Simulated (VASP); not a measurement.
GaAs, 2 atoms in the cell. Symmetry: I-4m2, No. 119, tetragonal system. Conventional cell: a = 3.939 Å, b = 3.939 Å, c = 5.823 Å, α = 90.00°, β = 90.00°, γ = 90.00°. Ga (site symmetry -4m2) has 4 As at 2.45 Å within 3.2 Å. Within 3.2 Å of As (site symmetry -4m2) lie 4 Ga at 2.45 Å.  This cell differs from its parent crystal: z stretched by +3 % at fixed volume.

- Program: VASP 6.6.1
- Task: electric field gradients
- Functional: PBE
- Potentials or basis: VASP PAW PBE potentials, release 64 (Ga_d, As)
- Cutoff: 520 eV
- k mesh: 11 × 11 × 11
- Occupations: fermi-dirac, width 0.05 eV
- Spin: no spin polarisation
- Dipole correction: no
- Further INCAR settings: ALGO = Normal; EDIFF = 1e-08; NBANDS = 16

Potentials or basis: VASP PAW PBE potentials, release 64 (Ga_d, As).

Command:

```bash
$ cat potpaw_PBE.64/Ga_d/POTCAR potpaw_PBE.64/As/POTCAR > POTCAR
$ mpirun -np 1 vasp_std > vasp.out
```

Hardware: 1 thread of Intel Xeon 8259CL, on a shared host.

Task: Estimate the wall time of this run.

Result: Run time: 2.9 min on 1 thread of Intel Xeon 8259CL, on a shared host, peak memory 0.24 GiB. Counts: scf iterations 16, k points 126.
